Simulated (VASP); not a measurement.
Crystal: Sb.

```
Sb
1.0
     3.41454    0.00000    0.00000
     0.66034    3.35008    0.00000
    -2.03744   -1.67504    2.16845
Sb
1
Direct
  0.00000 0.00000 0.00000
```

This cell differs from its parent crystal: volume scaled by 0.92.

| Quantity | Value |
| --- | --- |
| Program | VASP 6.6.1 |
| Task | relaxation of cell and atoms |
| Functional | PBE |
| Potentials or basis | VASP PAW PBE potentials, release 64 (Sb) |
| Cutoff | 600 eV |
| k mesh | 12 × 12 × 12 |
| Occupations | gaussian, width 0.05 eV |
| Spin | no spin polarisation |

At the start: pressure 8.4 GPa; volume 24.80 Å³/atom.

**Question.** How do energy, volume and symmetry change on relaxing?

**Answer.** Over 11 steps the energy falls by 71.5 meV/atom and the volume is 27.56 Å³/atom (+11.1 %); space group I4/mmm (No. 139, to 0.05 Å).

The path:
| step | energy change (eV) | largest force (eV/Å) | pressure (GPa) | volume (Å³) |
| --- | --- | --- | --- | --- |
| 1 | 0.0000 | 0.0000 | 8.45 | 24.80 |
| 2 | -0.0411 | 0.0000 | -3.86 | 29.80 |
| 3 | -0.0687 | 0.0000 | -0.04 | 27.66 |
| 4 | -0.0692 | 0.0000 | -0.04 | 27.64 |
| 5 | -0.0707 | 0.0000 | 0.03 | 27.59 |
| 6 | -0.0708 | 0.0000 | 0.13 | 27.46 |
| 7 | -0.0715 | 0.0000 | 0.07 | 27.53 |
| 8 | -0.0715 | 0.0000 | 0.08 | 27.52 |
| 9 | -0.0715 | 0.0000 | 0.07 | 27.52 |
| 10 | -0.0715 | 0.0000 | -0.16 | 27.63 |
| 11 | -0.0715 | 0.0000 | 0.00 | 27.56 |

Final structure:
```cif
data_structure
_symmetry_space_group_name_H-M 'P 1'
_symmetry_Int_Tables_number 1
_cell_length_a 3.4955
_cell_length_b 3.4955
_cell_length_c 3.4955
_cell_angle_alpha 125.048
_cell_angle_beta 125.048
_cell_angle_gamma 81.458
_cell_volume 27.56
loop_
_atom_site_label
_atom_site_type_symbol
_atom_site_fract_x
_atom_site_fract_y
_atom_site_fract_z
_atom_site_occupancy
Sb1 Sb 0.00000 0.00000 0.00000 1
```

Caveat: the cell differs from its parent crystal (volume scaled by 0.92).
